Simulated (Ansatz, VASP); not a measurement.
## Zr in VASP and in Ansatz

```
CELL_PARAMETERS angstrom
3.23200 0.00000 0.00000
-1.61600 2.79899 0.00000
0.00000 0.00000 5.04406
ATOMIC_POSITIONS crystal
Zr 0.33333 0.66667 0.25000
Zr 0.66667 0.33333 0.75000
```

Change from the starting cell: zz strain of -2 %, crystal datasets.

Alike in both runs: task electric field gradients; functional PBEsol; k mesh 13 × 13 × 7; occupations fermi-dirac, width 0.08 eV; no spin polarisation.

|  | VASP | Ansatz |
| --- | --- | --- |
| version | VASP 6.6.1 | Ansatz 0.2.0 |
| potentials or method | VASP PAW PBE potentials, release 64 (Zr_sv), cutoff 520 eV | all-electron PAW with datasets made for the crystal, scalar-relativistic |

VASP gave:

```
pressure (GPa)                                                : -1.3
traceless stress, the component that is largest in VASP (GPa) : 1.77
size of Vzz on the site where it differs most (V/Å²)          : 54.2
```

Task: What did Ansatz give for the same quantities?

Result: Pressure (GPa): -1.3; traceless stress, the component that is largest in VASP (GPa): 1.76; size of Vzz on the site where it differs most (V/Å²): 54.3.

VASP's potentials were made for PBE, not for PBEsol. Ansatz ran all-electron here, and VASP with PAW potentials.
